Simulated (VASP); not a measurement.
# InC2 (P4/mbm) in VASP: further runs, part 2 of 3

VASP 6.6.1. Earlier steps stand in the parts before.

**3. Single point, PBE**

This run uses another cell than the first one, of 18.86 Å³/atom.

INCAR reads:

```
SYSTEM = InC2
PREC = Accurate
ENCUT = 520
EDIFF = 1E-6
ISMEAR = 0
SIGMA = 0.1
LREAL = .FALSE.
LASPH = .TRUE.
NELM = 60
ALGO = Normal
ISIF = 2
LWAVE = .FALSE.
LCHARG = .FALSE.
GGA = PE
NBANDS = 30
```

KPOINTS reads:

```
regular mesh
0
G
  4 4 8
  0 0 0
```

POSCAR reads:

```
InC2
1.0
    5.4237645810      0.0000000000      0.0000000000
    0.0000000000      5.4237645810      0.0000000000
    0.0000000000      0.0000000000      3.8467236286
In C
2 4
Direct
    0.5000000000      0.5000000000      0.0000000000
    0.0000000000      0.0000000000      0.0000000000
    0.9167838770      0.5832161230      0.0000000000
    0.0832161230      0.4167838770      0.0000000000
    0.5832161230      0.0832161230      0.0000000000
    0.4167838770      0.9167838770      0.0000000000
```

Potentials or basis: VASP PAW PBE potentials, release 64 (In_d, C).

Command:

```
$ cat potpaw_PBE.64/In_d/POTCAR potpaw_PBE.64/C/POTCAR > POTCAR
$ mpirun -np 1 vasp_std > vasp.out
```

OUTCAR:

```text
SYSTEM = InC2
   PREC = Accurate
   ENCUT = 520
   EDIFF = 1E-6
   ISMEAR = 0
   LREAL = .FALSE.
   LASPH = .TRUE.
   NELM = 60
   ISIF = 2
   GGA = PE

 ion  position               nearest neighbor table
   1  0.500  0.500  0.000-   3 2.31   4 2.31   5 2.31   6 2.31   2 3.84   2 3.84   2 3.84   2 3.84

   2  0.000  0.000  0.000-   3 2.31   4 2.31   5 2.31   6 2.31   1 3.84   1 3.84   1 3.84   1 3.84

   3  0.917  0.583  0.000-   4 1.28   2 2.31   1 2.31
   4  0.083  0.417  0.000-   3 1.28   2 2.31   1 2.31
   5  0.583  0.083  0.000-   6 1.28   2 2.31   1 2.31
[... 1002 lines left out ...]
  -------------------------------------------------------------------------------------
  Total        0.0766883      0.0766883      0.2154673      0.0000000      0.0000000      0.0000000
  in kB        1.0857930      1.0857930      3.0506983      0.0000000      0.0000000      0.0000000
  external PRESSURE =       1.7407614 kB  Pullay stress =       0.0000000 kB

 VOLUME and BASIS-vectors are now :
 -----------------------------------------------------------------------------
  energy-cutoff  :      520.00
  volume of cell :      113.16
      direct lattice vectors                 reciprocal lattice vectors
     5.423764581  0.000000000  0.000000000     0.184373784  0.000000000  0.000000000
     0.000000000  5.423764581  0.000000000     0.000000000  0.184373784  0.000000000
     0.000000000  0.000000000  3.846723629     0.000000000  0.000000000  0.259961488

 POSITION                                       TOTAL-FORCE (eV/Angst)
 -----------------------------------------------------------------------------------
      2.71188      2.71188      0.00000        -0.000000      0.000000      0.000000
      0.00000      0.00000      0.00000        -0.000000      0.000000      0.000000
      4.97242      3.16323      0.00000        -0.054415      0.054415      0.000000
      0.45134      2.26054      0.00000         0.054415     -0.054415     -0.000000
      3.16323      0.45134      0.00000         0.054415      0.054415     -0.000000
      2.26054      4.97242      0.00000        -0.054415     -0.054415      0.000000
 -----------------------------------------------------------------------------------
    total drift:                               -0.000000      0.000000     -0.000000

  FREE ENERGIE OF THE ION-ELECTRON SYSTEM (eV)
  ---------------------------------------------------
  free  energy   TOTEN  =       -34.7315828321 eV

  energy  without entropy=      -34.7052047341  energy(sigma->0) =      -34.71839378
```

OSZICAR:

```text
N       E                     dE             d eps       ncg     rms          rms(c)
DAV:   1     0.394771892096E+03    0.39477E+03   -0.19264E+04  1800   0.159E+03
DAV:   2     0.172688439682E+02   -0.37750E+03   -0.36005E+03  1864   0.413E+02
DAV:   3    -0.391043463006E+02   -0.56373E+02   -0.55228E+02  2348   0.160E+02
DAV:   4    -0.420414224523E+02   -0.29371E+01   -0.29131E+01  2254   0.382E+01
DAV:   5    -0.421779191584E+02   -0.13650E+00   -0.13634E+00  2666   0.812E+00    0.134E+01
DAV:   6    -0.349691758029E+02    0.72087E+01   -0.13650E+01  2638   0.355E+01    0.776E+00
DAV:   7    -0.347387550065E+02    0.23042E+00   -0.35830E+00  2436   0.130E+01    0.265E+00
DAV:   8    -0.347353992138E+02    0.33558E-02   -0.40321E-01  2532   0.525E+00    0.176E+00
DAV:   9    -0.347326893157E+02    0.27099E-02   -0.44694E-02  2656   0.201E+00    0.351E-01
DAV:  10    -0.347311421186E+02    0.15472E-02   -0.96711E-03  2726   0.880E-01    0.191E-01
DAV:  11    -0.347315072900E+02   -0.36517E-03   -0.17542E-03  2262   0.226E-01    0.744E-02
DAV:  12    -0.347315850987E+02   -0.77809E-04   -0.33509E-04  2504   0.142E-01    0.257E-02
DAV:  13    -0.347315815576E+02    0.35411E-05   -0.81560E-05  2476   0.940E-02    0.118E-02
DAV:  14    -0.347315825821E+02   -0.10244E-05   -0.84858E-06  2170   0.163E-02    0.573E-03
DAV:  15    -0.347315828321E+02   -0.25001E-06   -0.54284E-06  1776   0.225E-02
   1 F= -.34731583E+02 E0= -.34718394E+02  d E =-.263781E-01
```

Run time: 50 s. Hardware: 1 thread of Intel Xeon 6975P-C (Granite Rapids), shared host; peak memory 0.24 GiB.

Results:

* Free energy: -34.7316 eV
* Pressure: 0.2 GPa
* Largest force: 0.077 eV/Å
* Band gap on the k mesh: zero (bands 21 and 22 overlap by 1.67 eV)

Forces in eV/Å, atoms in the order of the input:
```
In   0.000  0.000  0.000
In   0.000  0.000  0.000
C   -0.054  0.054  0.000
C    0.054 -0.054  0.000
C    0.054  0.054  0.000
C   -0.054 -0.054  0.000
```

Stress tensor (GPa, compression positive):
```
0.11 0.00 0.00
0.00 0.11 0.00
0.00 0.00 0.31
```

Caveat: spin-orbit coupling is left out, which moves the levels of the heavy elements.

**4. Relaxation of cell and atoms, PBE**

INCAR reads:

```
SYSTEM = InC2
PREC = Accurate ; ENCUT = 600
EDIFF = 1E-6 ; ISMEAR = 0
SIGMA = 0.1 ; LREAL = .False.
LASPH = .True. ; NELM = 100
ALGO = Normal ; ISIF = 3
LWAVE = .False. ; LCHARG = .False.
GGA = PE ; IBRION = 2
NSW = 90 ; EDIFFG = -0.04
```

KPOINTS reads:

```
regular mesh
0
Gamma
  4 4 8
  0 0 0
```

POSCAR reads:

```
InC2
1.0
    5.6000802800      0.0000000000      0.0000000000
    0.0000000000      5.6000802800      0.0000000000
    0.0000000000      0.0000000000      2.2194710300
In C
2 4
Direct
    0.5000000000      0.5000000000      0.0000000000
    0.0000000000      0.0000000000      0.0000000000
    0.8631799800      0.6368200200      0.0000000000
    0.1368200200      0.3631799800      0.0000000000
    0.6368200200      0.1368200200      0.0000000000
    0.3631799800      0.8631799800      0.0000000000
```

Command:

```
$ cat potpaw_PBE.64/In_d/POTCAR potpaw_PBE.64/C/POTCAR > POTCAR
$ mpirun -np 1 vasp_std > vasp.out
```

It took 6.5 min on 1 thread of Intel Xeon 6975P-C (Granite Rapids), shared host; peak memory 0.23 GiB.

The run converged. Its results:

```
Free energy                           : -34.2957 eV
Relaxed volume                        : 16.39 Å³/atom
Relaxed cell                          : a = 5.404 Å, b = 5.404 Å, c = 3.366 Å, α = 90.00°, β = 90.00°, γ = 90.00°
Space group after relaxing (to 0.1 Å) : P4/mbm (No. 127)
Energy gained by relaxing             : 2177.4 meV/atom
Ionic steps                           : 20
Pressure after relaxing               : -0.3 GPa
Largest force after relaxing          : 0.006 eV/Å
Band gap on the k mesh                : zero (bands 21 and 22 overlap by 2.10 eV)
```

Forces on the atoms (eV/Å):
```
In   0.000  0.000  0.000
In   0.000  0.000  0.000
C    0.004 -0.004  0.000
C   -0.004  0.004  0.000
C   -0.004 -0.004  0.000
C    0.004  0.004  0.000
```

Step by step:
| step | energy change (eV) | largest force (eV/Å) | pressure (GPa) | volume (Å³) |
| --- | --- | --- | --- | --- |
| 1 | 0.0000 | 3.5315 | 34.62 | 69.60 |
| 2 | -6.1067 | 4.6807 | -14.83 | 96.13 |
| 3 | -6.4638 | 5.0576 | -16.55 | 100.98 |
| 4 | -7.2453 | 6.1208 | -18.92 | 110.90 |
| 5 | -7.7410 | 29.2529 | 26.74 | 105.37 |
| 6 | -8.6755 | 6.9910 | -17.98 | 110.07 |
| 7 | -10.5620 | 7.1625 | -16.44 | 109.23 |
| 8 | -12.8955 | 0.8826 | -5.86 | 107.45 |
| 9 | -12.9058 | 0.6780 | -3.76 | 107.23 |
| 10 | -12.9112 | 0.0006 | -4.67 | 107.32 |
| 11 | -13.0008 | 1.2015 | -3.56 | 102.43 |
| 12 | -13.0040 | 1.4344 | -3.27 | 101.45 |
| 13 | -13.0541 | 0.2332 | -0.07 | 98.73 |
| 14 | -13.0548 | 0.0605 | 0.38 | 98.37 |
| 15 | -13.0575 | 0.0272 | 0.30 | 98.37 |
| 16 | -13.0629 | 0.0748 | 0.06 | 98.35 |
| 17 | -13.0602 | 0.2806 | -0.35 | 98.31 |
| 18 | -13.0639 | 0.1490 | -0.09 | 98.34 |
| 19 | -13.0638 | 0.1892 | -0.53 | 98.29 |
| 20 | -13.0643 | 0.0061 | -0.29 | 98.31 |

Final structure:
```xyz
6
Lattice="5.4043 0.0000 0.0000 0.0000 5.4043 0.0000 0.0000 0.0000 3.3661" Properties=species:S:1:pos:R:3 pbc="T T T"
In    2.7022    2.7022    0.0000
In    0.0000    0.0000    0.0000
C     4.9539    3.1526    0.0000
C     0.4504    2.2517    0.0000
C     3.1526    0.4504    0.0000
C     2.2517    4.9539    0.0000
```

Levels at points of the mesh, in eV from the Fermi level:
```csv
k point,band 18,band 19,band 20,band 21,band 22,band 23,band 24,band 25
"(0.00, 0.00, 0.00)",-3.83,-1.71,-1.50,-1.08,3.11,5.27,5.60,5.60
"(0.50, 0.00, 0.00)",-2.03,-1.31,-1.31,-0.39,-0.39,4.43,4.43,5.07
"(0.50, 0.50, 0.00)",-2.52,-1.18,-1.18,1.05,1.05,1.92,1.92,4.51
"(0.00, 0.00, 0.50)",-3.42,-3.05,-2.81,-1.10,0.77,1.97,2.72,2.72
"(0.50, 0.00, 0.50)",-3.62,-1.60,-1.60,0.29,0.29,0.82,0.82,3.90
"(0.50, 0.50, 0.50)",-3.16,-2.17,-2.17,-0.95,-0.95,1.74,1.74,4.35
```

Caveat: the volume moved by over 15 % at a fixed basis, so the end points are rough; spin-orbit coupling is left out, which moves the levels of the heavy elements.

**5. Single point, PBE, collinear spin**

This run uses another cell than the first one, of 18.86 Å³/atom.

INCAR reads:

```
  PREC = Accurate
  ENCUT = 520
  EDIFF = 1E-6
  ISMEAR = 0
  SIGMA = 0.1
  LREAL = False
  LASPH = True
  NELM = 150
  ALGO = Normal
  ISIF = 2
  LWAVE = False
  LCHARG = True
  ISPIN = 2
  MAGMOM = 0 0 1 1 1 1
  LORBIT = 11
  GGA = PE
  LELF = True
  LVHAR = True
  NBANDS = 34
```

KPOINTS reads:

```
Automatic mesh
0
Gamma
  4 4 4
```

POSCAR reads:

```
InC2
1.0
    5.4237645810      0.0000000000      0.0000000000
    0.0000000000      5.4237645810      0.0000000000
    0.0000000000      0.0000000000      3.8467236286
In C
2 4
Direct
    0.5000000000      0.5000000000      0.0000000000
    0.0000000000      0.0000000000      0.0000000000
    0.9167838770      0.5832161230      0.0000000000
    0.0832161230      0.4167838770      0.0000000000
    0.5832161230      0.0832161230      0.0000000000
    0.4167838770      0.9167838770      0.0000000000
```

Command:

```
$ cat potpaw_PBE.64/In_d/POTCAR potpaw_PBE.64/C/POTCAR > POTCAR
$ mpirun -np 1 vasp_std > vasp.out
```

It took 93 s on 1 thread of Intel Xeon 6975P-C (Granite Rapids), shared host; peak memory 0.29 GiB.

Results (log left out):

| Property | Result |
| --- | --- |
| Free energy | -34.7440 eV |
| Pressure | 0.0 GPa |
| Largest force | 0.059 eV/Å |
| Band gap on the k mesh | zero (filled and empty bands overlap) |
| Net moment | 0.00 μB per cell |
| Valence electrons inside the program's atomic spheres | In 11.35; C 2.50 |

Forces in eV/Å, atoms in the order of the input:
```
In   0.000  0.000  0.000
In   0.000  0.000  0.000
C   -0.042  0.042  0.000
C    0.042 -0.042  0.000
C    0.042  0.042  0.000
C   -0.042 -0.042  0.000
```

Stress tensor (GPa, compression positive):
```
-0.08  0.00  0.00
 0.00 -0.08  0.00
 0.00  0.00  0.05
```

Levels at points of the mesh, in eV from the Fermi level:
Spin up:
| k point | band 19 | band 20 | band 21 | band 22 | band 23 | band 24 |
| --- | --- | --- | --- | --- | --- | --- |
| (0.00, 0.00, 0.00) | -2.71 | -1.90 | -1.66 | 2.78 | 4.57 | 4.57 |
| (0.50, 0.00, 0.00) | -2.16 | -2.16 | -0.40 | -0.40 | 3.76 | 3.76 |
| (0.50, 0.50, 0.00) | -2.05 | -2.05 | 1.01 | 1.01 | 1.85 | 1.85 |
| (0.00, 0.00, 0.50) | -3.77 | -2.76 | -1.48 | 1.23 | 1.99 | 2.76 |
| (0.50, 0.00, 0.50) | -1.96 | -1.96 | 0.24 | 0.24 | 0.54 | 0.54 |
| (0.50, 0.50, 0.50) | -2.54 | -2.54 | -0.60 | -0.60 | 1.32 | 1.32 |
Spin down:
| k point | band 17 | band 18 | band 19 | band 20 | band 21 | band 22 | band 23 | band 24 | band 25 | band 26 |
| --- | --- | --- | --- | --- | --- | --- | --- | --- | --- | --- |
| (0.00, 0.00, 0.00) | -3.93 | -3.93 | -2.71 | -1.90 | -1.65 | 2.78 | 4.57 | 4.57 | 5.06 | 6.20 |
| (0.50, 0.00, 0.00) | -2.20 | -2.20 | -2.16 | -2.16 | -0.40 | -0.40 | 3.76 | 3.76 | 4.04 | 4.04 |
| (0.50, 0.50, 0.00) | -2.68 | -2.68 | -2.05 | -2.05 | 1.01 | 1.01 | 1.85 | 1.85 | 3.01 | 3.01 |
| (0.00, 0.00, 0.50) | -3.79 | -3.76 | -3.76 | -2.76 | -1.48 | 1.24 | 1.99 | 2.76 | 2.76 | 4.57 |
| (0.50, 0.00, 0.50) | -3.49 | -3.49 | -1.96 | -1.96 | 0.24 | 0.24 | 0.55 | 0.55 | 3.95 | 3.95 |
| (0.50, 0.50, 0.50) | -3.10 | -3.10 | -2.54 | -2.54 | -0.60 | -0.60 | 1.32 | 1.32 | 3.42 | 3.42 |

Caveat: the k points lie up to 0.41 Å⁻¹ apart, too coarse for converged energies and pressures of a metal; spin-orbit coupling is left out, which moves the levels of the heavy elements.

(Continued in part 3 of 3.)
